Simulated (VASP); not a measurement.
Wanted: the native input for a VASP 6.6.1 run.

* Task: single point
* Functional: BLYP
* Potentials or basis: VASP PAW PBE potentials, release 64 (Sb, Ga_d)
* Cutoff: 520 eV
* k mesh: 6 × 6 × 6
* Occupations: fermi-dirac, width 0.05 eV
* Spin: no spin polarisation
* Dipole correction: no
* Further INCAR settings: ALGO = Normal; EDIFF = 1e-07; NBANDS = 22

The structure of GaSb3 lies in POSCAR:

```
GaSb3
1.0
    0.0000000000      3.8602344472      3.8602344472
    3.8602344472      0.0000000000      3.8602344472
    3.8602344472      3.8602344472      0.0000000000
Sb Ga
3 1
Direct
    0.5000000000      0.5000000000      0.5000000000
    0.7500000000      0.7500000000      0.7500000000
    0.2500000000      0.2500000000      0.2500000000
    0.0000000000      0.0000000000      0.0000000000
```

One way to write it, as run:

INCAR

```
SYSTEM = GaSb3
PREC = Accurate
ENCUT = 520
EDIFF = 1E-7
ISMEAR = -1
SIGMA = 0.05
LREAL = .FALSE.
LASPH = .TRUE.
NELM = 60
ALGO = Normal
ISIF = 2
LWAVE = .FALSE.
LCHARG = .FALSE.
GGA = B5
ALDAX = 1.0
AGGAX = 1.0
AGGAC = 1.0
ALDAC = 0.0
NBANDS = 22
```

KPOINTS

```
Automatic mesh
0
G
  6 6 6
  0 0 0
```

Potentials or basis: VASP PAW PBE potentials, release 64 (Sb, Ga_d).

Launch:

```sh
$ cat potpaw_PBE.64/Sb/POTCAR potpaw_PBE.64/Ga_d/POTCAR > POTCAR
$ mpirun -np 1 vasp_std > vasp.out
```

Results of the run:

```json
{
 "Pressure": "0.1 GPa",
 "Band gap on the k mesh": "zero (band 14 reaches 7.81 eV, above the bottom of band 15 at 4.70 eV)"
}
```

Caveat: the PAW data sets were made with another functional, which shifts forces and pressure a little; spin-orbit coupling is left out, which moves the levels of the heavy elements.

Wall time 75 s on 1 thread of Intel(R) Xeon(R) 6975P-C (Granite Rapids), on a shared host, peak memory 0.24 GiB.
